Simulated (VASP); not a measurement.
# La (P6_3/mmc) in VASP: notebook, part 2 of 2

VASP 6.6.1. Earlier steps stand in the parts before.

## 6. Single point, r2SCAN

The input, POSCAR:

```
La
1.0
    3.7871652420      0.0000000000      0.0000000000
   -1.8935826210      3.2797813079      0.0000000000
    0.0000000000      0.0000000000     12.0620946415
La
4
Direct
    1.0000000000      0.0000000000      0.0000000000
    1.0000000000      0.0000000000      0.5000000000
    0.3333333333      0.6666666667      0.7500000000
    0.6666666667      0.3333333333      0.2500000000
```

The input, INCAR.step1:

```
SYSTEM = La
PREC = Accurate ; ENCUT = 520
ISMEAR = 1 ; SIGMA = 0.01
LREAL = .False. ; LASPH = .True.
NELM = 100 ; NBANDS = 30
GGA = PE ; ALGO = Normal
EDIFF = 1E-4 ; LWAVE = .True.
LCHARG = .False.
```

The input, INCAR.step2:

```
SYSTEM = La
PREC = Accurate ; ENCUT = 520
EDIFF = 1E-7 ; ISMEAR = 1
SIGMA = 0.01 ; LREAL = .False.
LASPH = .True. ; NELM = 100
ALGO = Normal ; ISIF = 2
LWAVE = .False. ; LCHARG = .False.
METAGGA = R2SCAN ; LMIXTAU = .True.
NBANDS = 30 ; ISTART = 1
```

The input, KPOINTS:

```
Automatic mesh
0
Gamma
  10 10 3
  0 0 0
```

Potentials or basis: VASP PAW PBE potentials, release 64 (La).

Run with:

```sh
$ cat potpaw_PBE.64/La/POTCAR > POTCAR
$ cp INCAR.step1 INCAR
$ mpirun -np 1 vasp_std > vasp.out
$ cp INCAR.step2 INCAR
$ mpirun -np 1 vasp_std > vasp.out
```

OUTCAR:

```text
SYSTEM = La
   PREC = Accurate
   ENCUT = 520
   EDIFF = 1E-7
   ISMEAR = 1
   LREAL = .False.
   LASPH = .True.
   NELM = 100
   ISIF = 2
   METAGGA = R2SCAN
   ISTART = 1

 ion  position               nearest neighbor table
   1  0.000  0.000  0.000-
   2  0.000  0.000  0.500-
   3  0.333  0.667  0.750-
   4  0.667  0.333  0.250-

  LATTYP: Found a hexagonal cell.
 ALAT       =     3.7871652420
 C/A-ratio  =     3.1849929619

  Lattice vectors:

 A1 = (   3.7871652420,   0.0000000000,   0.0000000000)
 A2 = (  -1.8935826210,   3.2797813079,   0.0000000000)
 A3 = (   0.0000000000,   0.0000000000,  12.0620946415)

Analysis of symmetry for initial positions (statically):
=====================================================================
 Subroutine PRICEL returns:
 Original cell was already a primitive cell.

 Routine SETGRP: Setting up the symmetry group for a
 hexagonal supercell.
[... 168 lines left out ...]
  ---------------------------------------------------
  free energy    TOTEN  =      -118.97098308 eV

  energy without entropy =     -118.97080787  energy(sigma->0) =     -118.97092468

 E-fermi :   7.8922     XC(G=0): -10.1786

 val. band max:        7.8916900458   @ k =   0.1000   0.1000   0.3333
 cond. band min:       7.8954389882   @ k =   0.2000   0.2000   0.3333
 fundamental gap:      0.0037489424
 Fermi energy:         7.8921536669

 k-point     1 :       0.0000    0.0000    0.0000
  band No.  band energies     occupation
      1     -26.2055      2.00000
      2     -26.1108      2.00000
      3     -26.0756      2.00000
      4     -25.9771      2.00000
      5     -10.1684      2.00000
      6      -9.4914      2.00000
[... 781 lines left out ...]
     29       9.7443      0.00000
     30       9.8221      0.00000

 [... further k-points ...]

------------------------ aborting loop because EDIFF is reached ----------------------------------------

  FORCE on cell =-STRESS in cart. coord.  units (eV):
  Direction    XX          YY          ZZ          XY          YZ          ZX
  --------------------------------------------------------------------------------------
  -------------------------------------------------------------------------------------
  Total        0.1498374      0.1498374     -0.0725573      0.0000000      0.0000000     -0.0000000
  in kB        1.6023187      1.6023187     -0.7759070      0.0000000      0.0000000     -0.0000000
  external PRESSURE =       0.8095768 kB  Pullay stress =       0.0000000 kB

 VOLUME and BASIS-vectors are now :
 -----------------------------------------------------------------------------
  energy-cutoff  :      520.00
  volume of cell :      149.82
      direct lattice vectors                 reciprocal lattice vectors
     3.787165242  0.000000000  0.000000000     0.264049741  0.152449189  0.000000000
    -1.893582621  3.279781308  0.000000000     0.000000000  0.304898378  0.000000000
     0.000000000  0.000000000 12.062094641     0.000000000  0.000000000  0.082904340

 POSITION                                       TOTAL-FORCE (eV/Angst)
 -----------------------------------------------------------------------------------
      0.00000      0.00000      0.00000        -0.000000      0.000000     -0.000000
      0.00000      0.00000      6.03105         0.000000      0.000000     -0.000000
     -0.00000      2.18652      9.04657         0.000000      0.000000      0.000000
      1.89358      1.09326      3.01552        -0.000000     -0.000000     -0.000000
 -----------------------------------------------------------------------------------
    total drift:                               -0.000000     -0.000000      0.000000

  FREE ENERGIE OF THE ION-ELECTRON SYSTEM (eV)
  ---------------------------------------------------
  free  energy   TOTEN  =      -118.9709830796 eV

  energy  without entropy=     -118.9708078740  energy(sigma->0) =     -118.97092468
```

OUTCAR.step1:

```text
SYSTEM = La
   PREC = Accurate
   ENCUT = 520
   ISMEAR = 1
   LREAL = .False.
   LASPH = .True.
   NELM = 100
[... 1022 lines left out ...]
      0.00000      0.00000      6.03105         0.000000      0.000000     -0.000000
     -0.00000      2.18652      9.04657         0.000000     -0.000000      0.000000
      1.89358      1.09326      3.01552        -0.000000      0.000000      0.000000
 -----------------------------------------------------------------------------------
    total drift:                               -0.000000      0.000000      0.000000

  FREE ENERGIE OF THE ION-ELECTRON SYSTEM (eV)
  ---------------------------------------------------
  free  energy   TOTEN  =       -19.5404529114 eV

  energy  without entropy=      -19.5403174057  energy(sigma->0) =      -19.54040774
```

OSZICAR.step1:

```text
N       E                     dE             d eps       ncg     rms          rms(c)
DAV:   1     0.573877613000E+03    0.57388E+03   -0.14550E+04  1688   0.199E+03
DAV:   2     0.114377293912E+03   -0.45950E+03   -0.44882E+03  2456   0.391E+02
DAV:   3    -0.352382914562E+01   -0.11790E+03   -0.11540E+03  2808   0.234E+02
DAV:   4    -0.172280473387E+02   -0.13704E+02   -0.13332E+02  3136   0.838E+01
DAV:   5    -0.192370039329E+02   -0.20090E+01   -0.19535E+01  3320   0.335E+01    0.499E+00
DAV:   6    -0.194898258224E+02   -0.25282E+00   -0.27594E+00  3328   0.132E+01    0.247E+00
DAV:   7    -0.195285671808E+02   -0.38741E-01   -0.40928E-01  3336   0.590E+00    0.670E-01
DAV:   8    -0.195382089232E+02   -0.96417E-02   -0.59055E-02  3360   0.206E+00    0.197E-01
DAV:   9    -0.195398466720E+02   -0.16377E-02   -0.75380E-03  2912   0.804E-01    0.124E-01
DAV:  10    -0.195404453484E+02   -0.59868E-03   -0.21528E-03  2712   0.432E-01    0.251E-02
DAV:  11    -0.195404529114E+02   -0.75630E-05   -0.19424E-04  1880   0.214E-01
   1 F= -.19540453E+02 E0= -.19540408E+02  d E =-.135506E-03
```

Wall time 6.7 min (1 thread of Intel Xeon 6975P-C (Granite Rapids), shared host); peak memory 0.33 GiB.

Results:

- Free energy: -118.9710 eV
- Pressure: 0.1 GPa
- Band gap on the k mesh: zero (bands 22 and 23 overlap by 1.29 eV)

Stress tensor (GPa, compression positive):
```
 0.16  0.00  0.00
 0.00  0.16  0.00
 0.00  0.00 -0.08
```

Caveat: the PAW data sets were made with another functional, which shifts forces and pressure a little; spin-orbit coupling is left out, which moves the levels of the heavy elements.

## 7. The runs side by side

| smearing | gap on the mesh (eV) | pressure (GPa) |
| --- | --- | --- |
| methfessel-paxton 0.2 eV | none | 0.0 |
| methfessel-paxton 0.3 eV | none | 0.0 |
| methfessel-paxton 0.6 eV | none | -0.1 |
| methfessel-paxton 1 eV | none | -0.1 |
| methfessel-paxton 0.01 eV | none | 0.1 |

Alike in all rows: task single point; level r2SCAN; potentials or basis VASP PAW PBE potentials, release 64 (La); no spin polarisation; cell as given; k mesh 10 × 10 × 3; cutoff (eV) 520.

Caveats: the PAW data sets were made with another functional, which shifts forces and pressure a little; spin-orbit coupling is left out, which moves the levels of the heavy elements; so wide a smearing shifts energies and pressures (at least some runs); the highest band is partly filled, so the run has too few bands (at least some runs).

Total energies depend on the potentials used, so only differences within one code and one set of settings carry meaning.

The gap in the log of VASP goes by the Fermi energy; the results here count the filled bands.